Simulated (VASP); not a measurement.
Na:

```
Na
1.0
     5.62981    0.00000    0.00000
     0.00000    4.37243    0.00000
    -2.08253    0.00000    7.44336
Na
4
Direct
  0.12500 0.00000 0.96197
  0.87500 0.50000 0.03803
  0.49437 0.04495 0.75000
  0.50563 0.54495 0.25000
```

The cell was generated, and may not be a known phase.

* Program: VASP 6.6.1
* Task: relaxation of cell and atoms
* Functional: PBE
* Potentials or basis: VASP PAW PBE potentials, release 64 (Na_pv)
* Cutoff: 600 eV
* k mesh: 4 × 4 × 4
* Occupations: gaussian, width 0.1 eV
* Spin: no spin polarisation

At the start: pressure 1.1 GPa; volume 45.81 Å³/atom.

Question: How do energy, volume and symmetry change on relaxing?

Answer: Over 45 steps the energy falls by 332.1 meV/atom and the volume is 36.58 Å³/atom (-20.1 %); space group P2_1 (No. 4, to 0.1 Å) before, C2/m (No. 12, to 0.1 Å).

The path:
```
step  energy change (eV)  largest force (eV/Å)  pressure (GPa)  volume (Å³)
   1              0.0000                0.4890            1.15       183.23
   3             -0.3393                0.2275           -0.10       219.53
   5             -0.3699                0.1558           -0.48       236.71
   7             -0.5627                0.2626           -0.34       210.36
   9             -0.5745                0.3914           -0.18       199.06
  11             -0.8129                0.4506            0.10       168.66
  13             -0.8581                0.5232            0.89       146.65
  15             -1.0762                0.2533            0.57       145.94
  17             -1.1063                0.1930            0.23       150.88
  19             -1.1192                0.1299           -0.34       162.46
  21             -1.1207                0.1293           -0.26       159.98
  23             -1.1620                0.1185           -0.11       155.36
  25             -1.1732                0.1058            0.02       151.96
  27             -1.1897                0.0329            0.08       150.34
  29             -1.1997                0.0634           -0.02       152.96
  31             -1.2158                0.1252           -0.21       155.80
  33             -1.2457                0.1855           -0.08       151.77
  35             -1.2179                0.1407            0.71       136.72
  37             -1.3026                0.0919            0.06       145.50
  39             -1.3079                0.0536            0.14       145.62
  41             -1.3265                0.0424           -0.10       149.84
  43             -1.3278                0.0380           -0.16       148.46
  45             -1.3282                0.0319            0.07       146.32
```

Final structure:
```
CELL_PARAMETERS angstrom
8.23533 0.00000 -0.12876
0.00000 3.90692 0.00000
-3.94068 0.00000 4.60917
ATOMIC_POSITIONS crystal
Na 0.06744 0.02096 0.82002
Na 0.93256 0.52096 0.17998
Na 0.43022 0.02399 0.68204
Na 0.56978 0.52399 0.31796
```

Caveat: the volume moved by over 15 % at a fixed basis, so the end points are rough.
